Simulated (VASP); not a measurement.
The system is Ca.

```xyz
1
Lattice="-2.0965 2.1017 2.4454 2.0965 -2.1017 2.4454 2.0965 2.1017 -2.4454" Properties=species:S:1:pos:R:3 pbc="T T T"
Ca    0.0000    0.0000    2.4454
```

```yaml
Program: VASP 6.6.1
Task: relaxation of cell and atoms
Functional: PBEsol
Potentials_or_basis: VASP PAW PBE potentials, release 64 (Ca_sv)
Cutoff: 600 eV
k_mesh: 9 × 9 × 9
Occupations: fermi-dirac, width 0.05 eV
Spin: no spin polarisation
```

At the start: pressure -1.0 GPa; volume 43.10 Å³/atom.

**Question.** Where does the relaxation end?

**Answer.** Over 18 steps the energy falls by 17.8 meV/atom and the volume is 40.71 Å³/atom (-5.5 %); space group I4/mmm (No. 139, to 0.1 Å) before, Fm-3m (No. 225, to 0.1 Å).

Step by step:
| step | energy change (eV) | largest force (eV/Å) | pressure (GPa) | volume (Å³) |
| --- | --- | --- | --- | --- |
| 1 | 0.0000 | 0.0000 | -1.02 | 43.10 |
| 2 | -0.0074 | 0.0000 | -0.36 | 41.41 |
| 3 | -0.0084 | 0.0000 | 0.09 | 40.36 |
| 4 | -0.0084 | 0.0000 | 0.02 | 40.53 |
| 5 | -0.0084 | 0.0000 | -0.02 | 40.58 |
| 6 | -0.0086 | 0.0000 | 0.00 | 40.58 |
| 7 | -0.0092 | 0.0000 | 0.00 | 40.57 |
| 8 | -0.0105 | 0.0000 | 0.01 | 40.56 |
| 9 | -0.0134 | 0.0000 | 0.05 | 40.48 |
| 10 | -0.0171 | 0.0000 | 0.21 | 40.18 |
| 11 | -0.0170 | 0.0000 | 0.29 | 40.07 |
| 12 | -0.0172 | 0.0000 | 0.20 | 40.20 |
| 13 | -0.0173 | 0.0000 | 0.15 | 40.33 |
| 14 | -0.0173 | 0.0000 | 0.12 | 40.38 |
| 15 | -0.0174 | 0.0000 | 0.13 | 40.42 |
| 16 | -0.0176 | 0.0000 | 0.05 | 40.54 |
| 17 | -0.0177 | 0.0000 | -0.05 | 40.78 |
| 18 | -0.0178 | 0.0000 | -0.02 | 40.71 |

Final structure:
```cif
data_structure
_symmetry_space_group_name_H-M 'P 1'
_symmetry_Int_Tables_number 1
_cell_length_a 3.8602
_cell_length_b 3.8602
_cell_length_c 3.8602
_cell_angle_alpha 119.899
_cell_angle_beta 119.976
_cell_angle_gamma 90.108
_cell_volume 40.71
loop_
_atom_site_label
_atom_site_type_symbol
_atom_site_fract_x
_atom_site_fract_y
_atom_site_fract_z
_atom_site_occupancy
Ca1 Ca 0.50000 0.50000 0.00000 1
```

Caveat: the PAW data sets were made with another functional, which shifts forces and pressure a little.
